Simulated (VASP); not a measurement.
MnHg, 2 atoms in the cell. It takes space group Pm-3m (No. 221, cubic). The conventional cell has a = 3.315 Å, b = 3.315 Å, c = 3.315 Å, α = 90.00°, β = 90.00°, γ = 90.00°. Within 3.8 Å of Mn (site symmetry m-3m) lie 8 Hg at 2.87 Å and 6 Mn at 3.31 to 3.32 Å. Hg (site symmetry m-3m) has 8 Mn at 2.87 Å and 6 Hg at 3.31 Å within 3.8 Å. 

- Program: VASP 6.6.1
- Task: single point
- Functional: PBE
- Potentials or basis: VASP PAW PBE potentials, release 64 (Mn_pv, Hg)
- Cutoff: 520 eV
- k mesh: 10 × 10 × 10
- Occupations: fermi-dirac, width 0.1 eV
- Spin: collinear spin, ferromagnetic start
- Starting moments: [3.11, 0.0] μB
- Fixed moment: 3.11 μB
- Dipole correction: no
- Further INCAR settings: ALGO = Normal; EDIFF = 1e-07; NBANDS = 24

Potentials or basis: VASP PAW PBE potentials, release 64 (Mn_pv, Hg).

Command:

```bash
$ cat potpaw_PBE.64/Mn_pv/POTCAR potpaw_PBE.64/Hg/POTCAR > POTCAR
$ mpirun -np 1 vasp_std > vasp.out
```

Hardware: 1 thread of Intel(R) Xeon(R) 6975P-C (Granite Rapids), with other jobs on the host.

**Question.** How long does it take, and how much memory?

**Answer.** Run time: 41 s on 1 thread of Intel(R) Xeon(R) 6975P-C (Granite Rapids), with other jobs on the host, peak memory 0.22 GiB. Counts: scf iterations 15, k points 56.
